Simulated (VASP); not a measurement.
Wanted: the native input for a VASP 6.6.1 run.

```
Task                   : single point
Functional             : PBEsol
Potentials or basis    : VASP PAW PBE potentials, release 64 (O)
Cutoff                 : 600 eV
k mesh                 : 22 × 22 × 22
Occupations            : gaussian, width 0.15 eV
Spin                   : no spin polarisation
Dipole correction      : no
Further INCAR settings : ALGO = Normal; EDIFF = 1e-06; NBANDS = 13
```

The structure of O lies in POSCAR:

```
O
1.0
    0.0000000000      1.5609274298      4.2104867908
    1.5662790618      0.0000000000      4.2104867908
    1.5662790618      1.5609274298      0.0000000000
O
2
Direct
    0.0675080576      0.0675080576      0.9324919424
    0.9324919424      0.9324919424      0.0675080576
```

The input as run:

INCAR

```
PREC = Accurate ; ENCUT = 600
EDIFF = 1E-6 ; ISMEAR = 0
SIGMA = 0.15 ; LREAL = False
LASPH = True ; NELM = 120
ALGO = Normal ; ISIF = 2
LWAVE = False ; LCHARG = False
GGA = PS ; NBANDS = 13
GGA_COMPAT = False
```

KPOINTS

```
regular mesh
0
Gamma
  22 22 22
```

Potentials or basis: VASP PAW PBE potentials, release 64 (O).

The run is started by

```console
$ cat potpaw_PBE.64/O/POTCAR > POTCAR
$ mpirun -np 1 vasp_std > vasp.out
```

Results of the run:

```yaml
Pressure: 34.2 GPa
Largest_force: 8.926 eV/Å
Band_gap_on_the_k_mesh: zero (bands 6 and 7 overlap by 3.54 eV)
```

Caveat: the standard files for N, O and F lose accuracy on very short bonds; spin is off for a triplet molecule; the stress differs along the axes, from 12 to 79 GPa; this functional lacks dispersion, which holds the molecules together, so the pressure and a relaxed volume are unreliable; the PAW data sets were made with another functional, which shifts forces and pressure a little.

Wall time 15 min on 1 thread of Oxide Virtual Turin-like Processor (shared host), peak memory 0.43 GiB.
